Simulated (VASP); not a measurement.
# BaTiO3 (Pm-3m) in VASP: a series of runs

BaTiO3 is run at these levels: LDA, PBEsol, PBE; tasks: single point, relaxation of cell and atoms.

All numbers are computed with VASP 6.6.1; they aren't measurements. Logs are shortened: lines on timing, memory, paths and dates and some standing lists are left out, and cuts for length are marked.

## Step 1: The cell of the first run

Symmetry: Pm-3m, No. 221, cubic system. The conventional cell has a = 3.935 Å, b = 3.935 Å, c = 3.935 Å, α = 90.00°, β = 90.00°, γ = 90.00°. Ba (site symmetry m-3m) has 12 O at 2.78 Å and 8 Ti at 3.41 Å within 3.7 Å. Ti (site symmetry m-3m) has 6 O at 1.97 Å within 2.6 Å. O (site symmetry 4/mmm) has 2 Ti at 1.97 Å within 2.6 Å.

## Step 2: Single point, LDA

Contents of INCAR:

```
SYSTEM = BaTiO3
ALGO = Normal ; EDIFF = 1E-6
ENCUT = 520 ; GGA = CA
ISIF = 2 ; ISMEAR = -1
LASPH = .TRUE. ; LCHARG = .FALSE.
LREAL = .FALSE. ; LWAVE = .FALSE.
NBANDS = 28 ; NELM = 80
PREC = Accurate ; SIGMA = 0.02
```

Contents of KPOINTS:

```
k-points
0
G
  6 6 6
  0 0 0
```

Contents of POSCAR:

```
BaTiO3
1.0
    3.9345624786      0.0000000000      0.0000000000
    0.0000000000      3.9345624786      0.0000000000
    0.0000000000      0.0000000000      3.9345624786
Ba Ti O
1 1 3
Direct
    0.5000000000      0.5000000000      0.5000000000
    0.0000000000      0.0000000000      0.0000000000
    0.5000000000      0.0000000000      0.0000000000
    0.0000000000      0.5000000000      0.0000000000
    0.0000000000      0.0000000000      0.5000000000
```

Potentials or basis: VASP PAW LDA potentials, release 64 (Ba_sv, Ti_sv, O).

Command:

```sh
$ cat potpaw_LDA.64/Ba_sv/POTCAR potpaw_LDA.64/Ti_sv/POTCAR potpaw_LDA.64/O/POTCAR > POTCAR
$ mpirun -np 1 vasp_std > vasp.out
```

OUTCAR:

```text
SYSTEM = BaTiO3
   EDIFF = 1E-6
   ENCUT = 520
   GGA = CA
   ISIF = 2
   ISMEAR = -1
   LASPH = .TRUE.
   LREAL = .FALSE.
   NELM = 80
   PREC = Accurate

 ion  position               nearest neighbor table
   1  0.500  0.500  0.500-   3 2.78   4 2.78   5 2.78   3 2.78   4 2.78   3 2.78   5 2.78   3 2.78
                             4 2.78   5 2.78   4 2.78   5 2.78   2 3.41   2 3.41   2 3.41   2 3.41
   2  0.000  0.000  0.000-   3 1.97   4 1.97   5 1.97   5 1.97   4 1.97   3 1.97   1 3.41   1 3.41
                             1 3.41   1 3.41   1 3.41   1 3.41   1 3.41   1 3.41
   3  0.500  0.000  0.000-   2 1.97   2 1.97   1 2.78   1 2.78   1 2.78   1 2.78
   4  0.000  0.500  0.000-   2 1.97   2 1.97   1 2.78   1 2.78   1 2.78   1 2.78
   5  0.000  0.000  0.500-   2 1.97   2 1.97   1 2.78   1 2.78   1 2.78   1 2.78

  LATTYP: Found a simple cubic cell.
 ALAT       =     3.9345624786

  Lattice vectors:

 A1 = (   3.9345624786,   0.0000000000,   0.0000000000)
 A2 = (   0.0000000000,   3.9345624786,   0.0000000000)
 A3 = (   0.0000000000,   0.0000000000,   3.9345624786)

Analysis of symmetry for initial positions (statically):
=====================================================================
 Subroutine PRICEL returns:
 Original cell was already a primitive cell.

 Routine SETGRP: Setting up the symmetry group for a
 simple cubic supercell.

 Subroutine GETGRP returns: Found 48 space group operations
[... 9 lines left out ...]

 Routine SETGRP: Setting up the symmetry group for a
 simple cubic supercell.

 Subroutine GETGRP returns: Found 48 space group operations
[... 11 lines left out ...]
                                     Primitive cell

  volume of cell :      60.9101

  direct lattice vectors                    reciprocal lattice vectors
     3.934562479  0.000000000  0.000000000     0.254157865  0.000000000  0.000000000
     0.000000000  3.934562479  0.000000000     0.000000000  0.254157865  0.000000000
     0.000000000  0.000000000  3.934562479     0.000000000  0.000000000  0.254157865

  length of vectors
     3.934562479  3.934562479  3.934562479     0.254157865  0.254157865  0.254157865

  position of ions in fractional coordinates (direct lattice)
     0.500000000  0.500000000  0.500000000
     0.000000000  0.000000000  0.000000000
     0.500000000  0.000000000  0.000000000
     0.000000000  0.500000000  0.000000000
     0.000000000  0.000000000  0.500000000

  ion indices of the primitive-cell ions
   primitive index   ion index
                 1           1
                 2           2
                 3           3
                 4           4
                 5           5

----------------------------------------------------------------------------------------

 KPOINTS: k-points

Automatic generation of k-mesh.
 Grid dimensions read from file:
 generate k-points for:    6    6    6

 Generating k-lattice:

  Cartesian coordinates                     Fractional coordinates (reciprocal lattice)
     0.042359644  0.000000000  0.000000000     0.166666667  0.000000000  0.000000000
     0.000000000  0.042359644  0.000000000     0.000000000  0.166666667  0.000000000
     0.000000000  0.000000000  0.042359644     0.000000000  0.000000000  0.166666667

  Length of vectors
     0.042359644  0.042359644  0.042359644

  Shift w.r.t. Gamma in fractional coordinates (k-lattice)
     0.000000000  0.000000000  0.000000000

 Subroutine IBZKPT returns following result:
 ===========================================

 Found     20 irreducible k-points:

 Following reciprocal coordinates:
            Coordinates               Weight
  0.000000  0.000000  0.000000      1.000000
  0.166667  0.000000  0.000000      6.000000
  0.333333  0.000000  0.000000      6.000000
  0.500000  0.000000  0.000000      3.000000
  0.166667  0.166667  0.000000     12.000000
  0.333333  0.166667  0.000000     24.000000
[... 12 lines left out ...]
  0.500000  0.500000  0.333333      6.000000
  0.500000  0.500000  0.500000      1.000000
   k-points           NKPTS =     20   k-points in BZ     NKDIM =     20   number of bands    NBANDS=     28
   number of dos      NEDOS =    301   number of ions     NIONS =      5
   total plane-waves  NPLWV =  27000
   dimension x,y,z NGX =    30 NGY =   30 NGZ =   30
   dimension x,y,z NGXF=    60 NGYF=   60 NGZF=   60
   ions per type =               1   1   3
   NGX,Y,Z   is equivalent  to a cutoff of  12.68, 12.68, 12.68 a.u.
   NGXF,Y,Z  is equivalent  to a cutoff of  25.35, 25.35, 25.35 a.u.
 SYSTEM =  BaTiO3
   PREC   = accura    normal or accurate (medium, high low for compatibility)
   ISTART =      0    job   : 0-new  1-cont  2-samecut
   ICHARG =      2    charge: 1-file 2-atom 10-const
   ISPIN  =      1    spin polarized calculation?
   LNONCOLLINEAR =      F non collinear calculations
   LSORBIT =      F    spin-orbit coupling
   LASPH  =      T    aspherical Exc in radial PAW
   ENCUT  =  520.0 eV  38.22 Ry    6.18 a.u.   7.32  7.32  7.32*2*pi/ulx,y,z
   NELM   =     80;   NELMIN=  2; NELMDL= -5     # of ELM steps
   EDIFF  = 0.1E-05   stopping-criterion for ELM
   LREAL  =      F    real-space projection
   EDIFFG = 0.1E-04   stopping-criterion for IOM
   NSW    =      0    number of steps for IOM
   IBRION =     -1    ionic relax: 0-MD 1-quasi-New 2-CG
   NFREE  =      0    steps in history (QN), initial steepest desc. (CG)
   ISIF   =      2    stress and relaxation
   ISYM   =      2    0-nonsym 1-usesym 2-fastsym
   POTIM  = 0.5000    time-step for ionic-motion
   TEBEG  =    0.0;   TEEND  =   0.0 temperature during run
   PSTRESS=    0.0 pullay stress
   NELECT =      40.0000    total number of electrons
   NUPDOWN=      -1.0000    fix difference up-down
   EMIN   =  10.00;   EMAX   =-10.00  energy-range for DOS
   EFERMI =   0.00;   METHOD = LEGACY
   ISMEAR =    -1;   SIGMA  =   0.02  broadening in eV -4-tet -1-fermi 0-gaus
   EFERMI_NEDOS =   21; number of points for ismear=-14 and -15
   IALGO  =     38    algorithm
   IMIX   =      4    mixing-type and parameters
     AMIX     =   0.40;   BMIX     =  1.00
     AMIX_MAG =   1.60;   BMIX_MAG =  1.00
  volume/ion in A,a.u.               =      12.18        82.21
  Fermi-wavevector in a.u.,A,eV,Ry     =   1.422979  2.689040 27.550005  2.024868
  Thomas-Fermi vector in A             =   2.543625
   LORBIT       =      0    0 simple, 1 ext, 2 COOP (PROOUT), +10 PAW based schemes
   GGA     = CA    functional components
   LHFCALC =     F    Hartree Fock is set to
   AEXX    =    0.0000 exact exchange contribution
   IVDW    =     0    specifies the selected vdW correction
   LEPSILON=     F    determine dielectric tensor
   LRPA    =     F    only Hartree local field effects (RPA)
 non-spin polarized calculation
  energy-cutoff  :      520.00
  volume of cell :       60.91
 maximum number of plane-waves:      1662
 NGX is ok and might be reduce to    30
   NGX = 15   NGY = 15   NGZ = 15

 number of electron      39.9999991 magnetization

 Free energy of the ion-electron system (eV)
  ---------------------------------------------------
  ext. energy  EPLUGINS =         0.00000000
  ---------------------------------------------------
  free energy    TOTEN  =       -44.14890509 eV

  energy without entropy =      -44.14890509  energy(sigma->0) =      -44.14890509

 E-fermi :   4.4723     XC(G=0): -12.0020

 val. band max:        3.9369153565   @ k =   0.5000   0.5000   0.5000
 cond. band min:       5.6863933253   @ k =   0.0000   0.0000   0.0000
 fundamental gap:      1.7494779689
 Fermi energy:         4.4723014168

 k-point     1 :       0.0000    0.0000    0.0000
  band No.  band energies     occupation
      1     -51.7346      2.00000
      2     -28.3810      2.00000
      3     -28.3810      2.00000
      4     -28.3810      2.00000
      5     -20.6201      2.00000
      6     -12.7561      2.00000
[... 20 lines left out ...]
     27       8.8923      0.00000
     28      11.7238      0.00000

 k-point     2 :       0.1667    0.0000    0.0000
  band No.  band energies     occupation
      1     -51.7343      2.00000
      2     -28.3986      2.00000
      3     -28.3803      2.00000
      4     -28.3803      2.00000
      5     -20.5802      2.00000
      6     -12.8029      2.00000
[... 20 lines left out ...]
     27       9.4790      0.00000
     28      12.3979      0.00000

 k-point     3 :       0.3333    0.0000    0.0000
  band No.  band energies     occupation
      1     -51.7335      2.00000
      2     -28.4337      2.00000
      3     -28.3788      2.00000
      4     -28.3788      2.00000
      5     -20.4983      2.00000
      6     -13.0020      2.00000
[... 20 lines left out ...]
     27      10.8480      0.00000
     28      12.4035      0.00000

 k-point     4 :       0.5000    0.0000    0.0000
  band No.  band energies     occupation
      1     -51.7332      2.00000
      2     -28.4510      2.00000
      3     -28.3781      2.00000
      4     -28.3781      2.00000
      5     -20.4561      2.00000
      6     -13.1226      2.00000
[... 20 lines left out ...]
     27      11.7212      0.00000
     28      12.2910      0.00000

 k-point     5 :       0.1667    0.1667    0.0000
  band No.  band energies     occupation
      1     -51.7339      2.00000
      2     -28.3983      2.00000
      3     -28.3972      2.00000
      4     -28.3795      2.00000
      5     -20.5441      2.00000
      6     -12.7884      2.00000
[... 20 lines left out ...]
     27      10.0331      0.00000
     28      12.5641      0.00000

 k-point     6 :       0.3333    0.1667    0.0000
  band No.  band energies     occupation
      1     -51.7332      2.00000
      2     -28.4325      2.00000
      3     -28.3960      2.00000
      4     -28.3781      2.00000
      5     -20.4699      2.00000
      6     -12.8868      2.00000
[... 339 lines left out ...]
      5     -20.3395      2.00000
      6     -12.2680      2.00000
[... 20 lines left out ...]
     27      12.0126      0.00000
     28      12.0194      0.00000

 k-point    18 :       0.5000    0.3333    0.3333
  band No.  band energies     occupation
      1     -51.7310      2.00000
      2     -28.4440      2.00000
      3     -28.4266      2.00000
      4     -28.4262      2.00000
      5     -20.3147      2.00000
      6     -12.1484      2.00000
[... 20 lines left out ...]
     27      11.8725      0.00000
     28      12.0661      0.00000

 k-point    19 :       0.5000    0.5000    0.3333
  band No.  band energies     occupation
      1     -51.7306      2.00000
      2     -28.4430      2.00000
      3     -28.4430      2.00000
      4     -28.4255      2.00000
      5     -20.2917      2.00000
      6     -11.9320      2.00000
[... 20 lines left out ...]
     27      11.7326      0.00000
     28      12.2070      0.00000

 k-point    20 :       0.5000    0.5000    0.5000
  band No.  band energies     occupation
      1     -51.7302      2.00000
      2     -28.4421      2.00000
      3     -28.4421      2.00000
      4     -28.4421      2.00000
      5     -20.2694      2.00000
      6     -11.7497      2.00000
[... 20 lines left out ...]
     27      12.2072      0.00000
     28      12.2072      0.00000

------------------------ aborting loop because EDIFF is reached ----------------------------------------

  FORCE on cell =-STRESS in cart. coord.  units (eV):
  Direction    XX          YY          ZZ          XY          YZ          ZX
  --------------------------------------------------------------------------------------
  -------------------------------------------------------------------------------------
  Total        0.9702776      0.9702776      0.9702776     -0.0000000      0.0000000     -0.0000000
  in kB       25.5221499     25.5221499     25.5221499     -0.0000000      0.0000000     -0.0000000
  external PRESSURE =      25.5221499 kB  Pullay stress =       0.0000000 kB

 VOLUME and BASIS-vectors are now :
 -----------------------------------------------------------------------------
  energy-cutoff  :      520.00
  volume of cell :       60.91
      direct lattice vectors                 reciprocal lattice vectors
     3.934562479  0.000000000  0.000000000     0.254157865  0.000000000  0.000000000
     0.000000000  3.934562479  0.000000000     0.000000000  0.254157865  0.000000000
     0.000000000  0.000000000  3.934562479     0.000000000  0.000000000  0.254157865

 POSITION                                       TOTAL-FORCE (eV/Angst)
 -----------------------------------------------------------------------------------
      1.96728      1.96728      1.96728         0.000000      0.000000      0.000000
      0.00000      0.00000      0.00000         0.000000      0.000000      0.000000
      1.96728      0.00000      0.00000         0.000000      0.000000      0.000000
      0.00000      1.96728      0.00000         0.000000      0.000000      0.000000
      0.00000      0.00000      1.96728         0.000000      0.000000      0.000000
 -----------------------------------------------------------------------------------
    total drift:                                0.000000     -0.000000      0.000000

  FREE ENERGIE OF THE ION-ELECTRON SYSTEM (eV)
  ---------------------------------------------------
  free  energy   TOTEN  =       -44.1489050935 eV

  energy  without entropy=      -44.1489050935  energy(sigma->0) =      -44.14890509
```

Wall time 48 s (1 thread of Intel Xeon 6975P-C, shared host); peak memory 0.17 GiB.

Results:

```
Free energy            : -44.1489 eV
Pressure               : 2.6 GPa
Band gap on the k mesh : 1.75 eV, indirect (least direct gap 1.84 eV)
```

Levels at points of the mesh, in eV from the valence-band top:
| k point | band 17 | band 18 | band 19 | band 20 | band 21 | band 22 | band 23 | band 24 |
| --- | --- | --- | --- | --- | --- | --- | --- | --- |
| (0.00, 0.00, 0.00) | -1.20 | -0.09 | -0.09 | -0.09 | 1.75 | 1.75 | 1.75 | 4.29 |
| (0.50, 0.00, 0.00) | -1.92 | -1.92 | -0.72 | -0.72 | 1.94 | 3.72 | 3.72 | 4.32 |
| (0.50, 0.50, 0.00) | -1.71 | -0.83 | -0.83 | -0.10 | 3.73 | 3.73 | 4.16 | 5.24 |
| (0.50, 0.50, 0.50) | -2.38 | 0.00 | 0.00 | 0.00 | 4.47 | 4.47 | 4.47 | 6.89 |

Caveat: spin-orbit coupling is left out, which moves the levels of the heavy elements. A k mesh can miss the band edges.

## Step 3: Single point, PBEsol

This run uses another cell than the first one, of 12.51 Å³/atom, 1.027 times its volume.

Contents of INCAR:

```
SYSTEM = BaTiO3
  ALGO = Normal
  EDIFF = 1E-6
  ENCUT = 520
  GGA = PS
  ISIF = 2
  ISMEAR = -1
  LASPH = .TRUE.
  LCHARG = .TRUE.
  LELF = .TRUE.
  LREAL = .FALSE.
  LVHAR = .TRUE.
  LWAVE = .FALSE.
  NBANDS = 28
  NELM = 80
  PREC = Accurate
  SIGMA = 0.02
```

KPOINTS is that of step 2.

Edit POSCAR of step 2 so:

```diff
@@ -2,5 +2,5 @@
 1.0
-    3.9345624786      0.0000000000      0.0000000000
-    0.0000000000      3.9345624786      0.0000000000
-    0.0000000000      0.0000000000      3.9345624786
+    3.9699005035      0.0000000000      0.0000000000
+    0.0000000000      3.9699005035      0.0000000000
+    0.0000000000      0.0000000000      3.9699005035
 Ba Ti O
```

Potentials or basis: VASP PAW PBE potentials, release 64 (Ba_sv, Ti_sv, O).

Command:

```sh
$ cat potpaw_PBE.64/Ba_sv/POTCAR potpaw_PBE.64/Ti_sv/POTCAR potpaw_PBE.64/O/POTCAR > POTCAR
$ mpirun -np 1 vasp_std > vasp.out
```

Run time: 66 s. Hardware: 1 thread of Intel Xeon 6975P-C, shared host; peak memory 0.19 GiB.

Results (log left out):

```
Free energy            : -41.9762 eV
Pressure               : 2.0 GPa
Band gap on the k mesh : 1.74 eV, indirect (least direct gap 1.86 eV)
```

Levels at points of the mesh, in eV from the valence-band top:
| k point | band 16 | band 17 | band 18 | band 19 | band 20 | band 21 | band 22 | band 23 | band 24 | band 25 |
| --- | --- | --- | --- | --- | --- | --- | --- | --- | --- | --- |
| (0.00, 0.00, 0.00) | -1.15 | -1.15 | -0.12 | -0.12 | -0.12 | 1.74 | 1.74 | 1.74 | 4.10 | 4.10 |
| (0.50, 0.00, 0.00) | -2.03 | -1.89 | -1.89 | -0.72 | -0.72 | 1.92 | 3.61 | 3.61 | 4.11 | 6.19 |
| (0.50, 0.50, 0.00) | -2.83 | -1.73 | -0.86 | -0.86 | -0.10 | 3.62 | 3.62 | 4.04 | 4.99 | 7.91 |
| (0.50, 0.50, 0.50) | -2.41 | -2.41 | 0.00 | 0.00 | 0.00 | 4.32 | 4.32 | 4.32 | 6.74 | 6.74 |

Caveat: the PAW data sets were made with another functional, which shifts forces and pressure a little; spin-orbit coupling is left out, which moves the levels of the heavy elements.

(Continued in part 2 of 2.)
